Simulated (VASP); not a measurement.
HPbNO4, 14 atoms in the cell. Symmetry: Pmmn, No. 59, orthorhombic system. The conventional cell has a = 4.824 Å, b = 5.483 Å, c = 7.096 Å, α = 90.00°, β = 90.00°, γ = 90.00°. Within 1.3 Å of H (site symmetry mm2) lie 1 O at 0.95 Å. Within 3.4 Å of Pb (site symmetry mm2) lie 11 O at 2.50 to 3.33 Å and 1 N at 2.92 Å and 4 H at 2.93 to 2.96 Å. Within 1.6 Å of N (site symmetry mm2) lie 3 O at 1.20 to 1.26 Å. O (site symmetry mm2) has 1 H at 0.95 Å within 1.3 Å. O (site symmetry m) has 1 N at 1.26 Å within 1.7 Å. Within 1.6 Å of O (site symmetry mm2) lie 1 N at 1.20 Å. 

```yaml
Program: VASP 6.6.1
Task: single point
Functional: PBE
Potentials_or_basis: VASP PAW PBE potentials, release 64 (H, Pb_d, N, O)
Cutoff: 520 eV
k_mesh: 6 × 5 × 4
Occupations: fermi-dirac, width 0.05 eV
Spin: no spin polarisation
Dipole_correction: no
Further_INCAR_settings: ALGO = Normal; EDIFF = 1e-06; NBANDS = 57
```

Potentials or basis: VASP PAW PBE potentials, release 64 (H, Pb_d, N, O).

Command:

```bash
$ cat potpaw_PBE.64/H/POTCAR potpaw_PBE.64/Pb_d/POTCAR potpaw_PBE.64/N/POTCAR potpaw_PBE.64/O/POTCAR > POTCAR
$ mpirun -np 1 vasp_std > vasp.out
```

Hardware: 1 thread of Intel(R) Xeon(R) Platinum 8488C (Sapphire Rapids), on a shared host.

Estimate the wall time of this run.

It took 4.8 min on 1 thread of Intel(R) Xeon(R) Platinum 8488C (Sapphire Rapids), on a shared host, peak memory 0.47 GiB. Counts: scf iterations 16, k points 36.
